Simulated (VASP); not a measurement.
# W (I4_1/amd) in VASP: a series of runs, part 2 of 2

VASP 6.6.1.

## (4) Relaxation of shape and atoms at fixed volume, PBE

This run uses another cell than the first one, of 9.16 Å³/atom.

INCAR

```
SYSTEM = W
PREC = Accurate
ENCUT = 600
EDIFF = 1E-6
ISMEAR = -1
SIGMA = 0.05
LREAL = .False.
LASPH = .True.
NELM = 80
ALGO = Normal
ISIF = 4
LWAVE = .False.
LCHARG = .False.
GGA = PE
IBRION = 2
NSW = 50
EDIFFG = -0.005
```

KPOINTS

```
regular mesh
0
Gamma
  16 16 16
  0 0 0
```

POSCAR

```
W
1.0
   -2.0579928426      2.0579928426      1.0815535775
    2.0579928426     -2.0579928426      1.0815535775
    2.0579928426      2.0579928426     -1.0815535775
W
2
Direct
   -0.3750000000     -0.1250000000     -0.2500000000
    0.3750000000      0.1250000000      0.2500000000
```

Potentials or basis: VASP PAW PBE potentials, release 64 (W_sv).

Run with:

```bash
$ cat potpaw_PBE.64/W_sv/POTCAR > POTCAR
$ mpirun -np 1 vasp_std > vasp.out
```

OUTCAR:

```text
SYSTEM = W
   PREC = Accurate
   ENCUT = 600
   EDIFF = 1E-6
   ISMEAR = -1
   LREAL = .False.
   LASPH = .True.
   NELM = 80
   ISIF = 4
   GGA = PE
   IBRION = 2
   NSW = 50
   EDIFFG = -0.005

 ion  position               nearest neighbor table
   1  0.625  0.875  0.750-   2 2.13   2 2.13   2 2.13   2 2.13   2 2.62   2 2.62   2 2.62   2 2.62
                             2 3.40   2 3.40
   2  0.375  0.125  0.250-   1 2.13   1 2.13   1 2.13   1 2.13   1 2.62   1 2.62   1 2.62   1 2.62
                             1 3.40   1 3.40

  LATTYP: Found a body centered tetragonal cell.
 ALAT       =     4.1159856852
 C/A-ratio  =     0.5255380656

  Lattice vectors:

 A1 = (  -2.0579928426,   2.0579928426,   1.0815535775)
 A2 = (   2.0579928426,  -2.0579928426,   1.0815535775)
 A3 = (   2.0579928426,   2.0579928426,  -1.0815535775)

Analysis of symmetry for initial positions (statically):
=====================================================================
 Subroutine PRICEL returns:
 Original cell was already a primitive cell.

 Routine SETGRP: Setting up the symmetry group for a
 body centered tetragonal supercell.

 Subroutine GETGRP returns: Found 16 space group operations
 (whereof  4 operations were pure point group operations)
 out of a pool of 16 trial point group operations.

The static configuration has the point symmetry C_2h.
 The point group associated with its full space group is D_4h.

Analysis of symmetry for dynamics (positions and initial velocities):
=====================================================================
 Subroutine PRICEL returns:
 Original cell was already a primitive cell.

 Routine SETGRP: Setting up the symmetry group for a
 body centered tetragonal supercell.

 Subroutine GETGRP returns: Found 16 space group operations
 (whereof  4 operations were pure point group operations)
 out of a pool of 16 trial point group operations.

The dynamic configuration has the point symmetry C_2h.
[... 129 lines left out ...]
   LEPSILON=     F    determine dielectric tensor
   LRPA    =     F    only Hartree local field effects (RPA)
 conjugate gradient relaxation of ions
 non-spin polarized calculation
  energy-cutoff  :      600.00
  volume of cell :       18.32
 maximum number of plane-waves:       628
 NGX is ok and might be reduce to    28
   NGX = 13   NGY = 13   NGZ = 13

--------------------------------------- Ionic step        1  -------------------------------------------

 number of electron      27.9999999 magnetization

 Free energy of the ion-electron system (eV)
  ---------------------------------------------------
  ext. energy  EPLUGINS =         0.00000000
  ---------------------------------------------------
  free energy    TOTEN  =        -5.79687630 eV

  energy without entropy =       -5.78906333  energy(sigma->0) =       -5.79296982

------------------------ aborting loop because EDIFF is reached ----------------------------------------

  FORCE on cell =-STRESS in cart. coord.  units (eV):
  Direction    XX          YY          ZZ          XY          YZ          ZX
  --------------------------------------------------------------------------------------
  -------------------------------------------------------------------------------------
  Total       68.1060092     68.1060092     68.6913471      0.0000000      0.0000000      0.0000000
  in kB     5955.2536734   5955.2536734   6006.4361712      0.0000000      0.0000000      0.0000000
  external PRESSURE =    5972.3145060 kB  Pullay stress =       0.0000000 kB
[... 95 lines left out ...]
--------------------------------------- Ionic step        4  -------------------------------------------

 number of electron      27.9999999 magnetization

 Free energy of the ion-electron system (eV)
  ---------------------------------------------------
  ext. energy  EPLUGINS =         0.00000000
  ---------------------------------------------------
  free energy    TOTEN  =        -5.79738308 eV

  energy without entropy =       -5.78941067  energy(sigma->0) =       -5.79339687

 E-fermi :  21.5443     XC(G=0): -16.9389

 val. band max:       21.5442039654   @ k =  -0.1250   0.5000   0.1250
 cond. band min:      21.5530150136   @ k =  -0.0625  -0.1875   0.0625
 fundamental gap:      0.0088110482
 Fermi energy:        21.5443268569

 k-point     1 :       0.0000    0.0000    0.0000
  band No.  band energies     occupation
      1     -54.2289      2.00000
      2     -52.0416      2.00000
      3     -20.7248      2.00000
      4     -20.7248      2.00000
      5     -14.9358      2.00000
      6     -14.9358      2.00000
[... 481 lines left out ...]
      5     -15.1234      2.00000
      6     -15.0265      2.00000
[... 10 lines left out ...]
     17      24.4736      0.00000
     18      31.8476      0.00000

 [... further k-points ...]

------------------------ aborting loop because EDIFF is reached ----------------------------------------

  FORCE on cell =-STRESS in cart. coord.  units (eV):
  Direction    XX          YY          ZZ          XY          YZ          ZX
  --------------------------------------------------------------------------------------
  -------------------------------------------------------------------------------------
  Total       68.2927505     68.2927505     68.2962882      0.0000000      0.0000000     -0.0000000
  in kB     5971.5825100   5971.5825100   5971.8918463      0.0000000      0.0000000     -0.0000000
  external PRESSURE =    5971.6856221 kB  Pullay stress =       0.0000000 kB
[... 17 lines left out ...]
  FREE ENERGIE OF THE ION-ELECTRON SYSTEM (eV)
  ---------------------------------------------------
  free  energy   TOTEN  =        -5.7973830762 eV

  energy  without entropy=       -5.7894106730  energy(sigma->0) =       -5.79339687

 reached required accuracy - stopping structural energy minimisation
```

OSZICAR:

```text
N       E                     dE             d eps       ncg     rms          rms(c)
DAV:   1     0.313546840421E+03    0.31355E+03   -0.18806E+04 12612   0.222E+03
DAV:   2     0.267654021246E+01   -0.31087E+03   -0.30524E+03 13150   0.582E+02
DAV:   3    -0.648144705034E+01   -0.91580E+01   -0.89712E+01 14158   0.966E+01
[... 23 lines left out ...]
DAV:   6    -0.579738169733E+01   -0.35339E-07   -0.20039E-06 10654   0.138E-02
   3 F= -.57973817E+01 E0= -.57933932E+01  d E =-.505399E-03
       N       E                     dE             d eps       ncg     rms          rms(c)
DAV:   1    -0.579738629622E+01   -0.46342E-05   -0.11448E-04 12974   0.122E-01    0.104E-02
DAV:   2    -0.579738393421E+01    0.23620E-05   -0.47643E-06 10946   0.236E-02    0.625E-03
DAV:   3    -0.579738307624E+01    0.85797E-06   -0.26914E-06  9886   0.165E-02
   4 F= -.57973831E+01 E0= -.57933969E+01  d E =-.506778E-03
```

Wall time 2.6 min (1 thread of Intel Xeon 6975P-C (Granite Rapids), shared host); peak memory 0.26 GiB.

Results:

```yaml
Free_energy: -5.7974 eV
Energy_gained_by_relaxing: 0.3 meV/atom
Ionic_steps: 4
Pressure_after_relaxing: 597.2 GPa
Band_gap_on_the_k_mesh: zero (bands 14 and 15 overlap by 6.16 eV)
```

Step by step:
```csv
step,energy change (eV),largest force (eV/Å),pressure (GPa),volume (Å³)
1,0.0000,0.0000,597.23,18.32
2,0.0090,0.0000,597.20,18.32
3,-0.0005,0.0000,597.19,18.32
4,-0.0005,0.0000,597.17,18.32
```

Final structure:
```
CELL_PARAMETERS angstrom
-2.05619 2.05619 1.08345
2.05619 -2.05619 1.08345
2.05619 2.05619 -1.08345
ATOMIC_POSITIONS crystal
W 0.62500 0.87500 0.75000
W 0.37500 0.12500 0.25000
```

Caveat: spin-orbit coupling is left out, which moves the levels of the heavy elements.

## (5) Relaxation of shape and atoms at fixed volume, PBE

This run uses another cell than the first one, of 10.57 Å³/atom.

INCAR

```
PREC = Accurate
ENCUT = 600
EDIFF = 1E-6
ISMEAR = -1
SIGMA = 0.05
LREAL = F
LASPH = T
NELM = 80
ALGO = Normal
ISIF = 4
LWAVE = F
LCHARG = F
GGA = PE
IBRION = 2
NSW = 50
EDIFFG = -0.005
```

KPOINTS

```
regular mesh
0
Gamma
  16 16 16
```

POSCAR

```
W
1.0
   -2.1585386478      2.1585386478      1.1343942254
    2.1585386478     -2.1585386478      1.1343942254
    2.1585386478      2.1585386478     -1.1343942254
W
2
Direct
   -0.3750000000     -0.1250000000     -0.2500000000
    0.3750000000      0.1250000000      0.2500000000
```

Run with:

```bash
$ cat potpaw_PBE.64/W_sv/POTCAR > POTCAR
$ mpirun -np 1 vasp_std > vasp.out
```

Wall time 2.3 min (1 thread of Intel Xeon 6975P-C (Granite Rapids), shared host); peak memory 0.27 GiB.

The run converged. Its results:

| Property | Result |
| --- | --- |
| Free energy | -13.8709 eV |
| Energy gained by relaxing | 0.6 meV/atom |
| Ionic steps | 3 |
| Pressure after relaxing | 345.0 GPa |
| Band gap on the k mesh | zero (bands 14 and 15 overlap by 5.62 eV) |

The path:
| step | energy change (eV) | largest force (eV/Å) | pressure (GPa) | volume (Å³) |
| --- | --- | --- | --- | --- |
| 1 | 0.0000 | 0.0000 | 344.92 | 21.14 |
| 2 | 0.0169 | 0.0000 | 345.57 | 21.14 |
| 3 | -0.0013 | 0.0000 | 345.00 | 21.14 |

Final structure:
```yaml
crystal:
  lattice:
    - [-2.15538, 2.15538, 1.13772]
    - [2.15538, -2.15538, 1.13772]
    - [2.15538, 2.15538, -1.13772]
  atoms:
    - { symbol: W, position: [0.62500, 0.87500, 0.75000] }
    - { symbol: W, position: [0.37500, 0.12500, 0.25000] }
```

Levels at points of the mesh, in eV from the Fermi level:
```tsv
k point	band 11	band 12	band 13	band 14	band 15	band 16	band 17	band 18
(0.00, 0.00, 0.00)	-7.27	-6.39	-5.34	2.47	2.47	2.85	2.85	9.14
(0.50, 0.00, 0.00)	-6.49	-3.97	-1.93	-0.65	1.79	2.07	5.99	6.31
(0.50, 0.50, 0.00)	-5.29	-5.29	-1.54	-1.54	1.29	1.29	5.33	5.33
(0.50, 0.50, 0.50)	-4.71	-4.71	0.23	0.23	1.10	1.10	4.34	4.34
```

Caveat: spin-orbit coupling is left out, which moves the levels of the heavy elements.

## (6) The runs side by side

```csv
task,cell,gap on the mesh (eV),pressure (GPa)
relaxation of cell and atoms,"relaxed from a = 3.752 Å, angles 97.5, 97.5, 137.5°, 2 atoms",none,0.0
relaxation of shape and atoms at fixed volume,"relaxed from a = 3.643 Å, angles 97.0, 97.0, 139.2°, 2 atoms",none,59.3
relaxation of shape and atoms at fixed volume,"relaxed from a = 3.105 Å, angles 97.0, 97.0, 139.2°, 2 atoms",none,597.2
relaxation of shape and atoms at fixed volume,"relaxed from a = 3.257 Å, angles 97.0, 97.0, 139.2°, 2 atoms",none,345.0
```

Alike in all rows: level PBE; potentials or basis VASP PAW PBE potentials, release 64 (W_sv); no spin polarisation; k mesh 16 × 16 × 16; cutoff (eV) 600; smearing fermi-dirac 0.05 eV.

Caveats: spin-orbit coupling is left out, which moves the levels of the heavy elements.

Absolute energies hang on the potentials; compare differences alone.
